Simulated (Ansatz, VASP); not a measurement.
Two plane-wave programs on Na

```xyz
2
Lattice="3.5952 0.0000 0.0000 -1.7976 3.1135 0.0000 0.0000 0.0000 6.1030" Properties=species:S:1:pos:R:3 pbc="T T T"
Na    0.0000    2.0757    1.5258
Na    1.7976    1.0378    4.5773
```

Change from the starting cell: mode 4 frozen in at +0.000 Å, equal normal strain along x and y -0.0400.

Alike in both runs: task single point; functional PBE; k mesh 15 × 15 × 8; occupations gaussian, width 0.15 eV; no spin polarisation.

|  | VASP | Ansatz |
| --- | --- | --- |
| version | VASP 6.6.1 | Ansatz 0.2.0 |
| potentials or method | VASP PAW PBE potentials, release 64 (Na_pv), cutoff 520 eV | scalar-relativistic, plane waves, PAW |
| valence electrons in the cell | 14 | 18 |

Ansatz gave:

```
gap on the k mesh at the Fermi level (eV)                     : none
pressure (GPa)                                                : 0.7
traceless stress, the component that is largest in VASP (GPa) : -0.36
```

What did VASP give for the same quantities?

gap on the k mesh at the Fermi level (eV): none; pressure (GPa): 0.7; traceless stress, the component that is largest in VASP (GPa): -0.35.

A gap of «none» marks a metal or a gap that the smearing closes. VASP's potentials hold 14 valence electrons a cell and Ansatz's 18, so a difference there can come from the potentials and not from the codes.
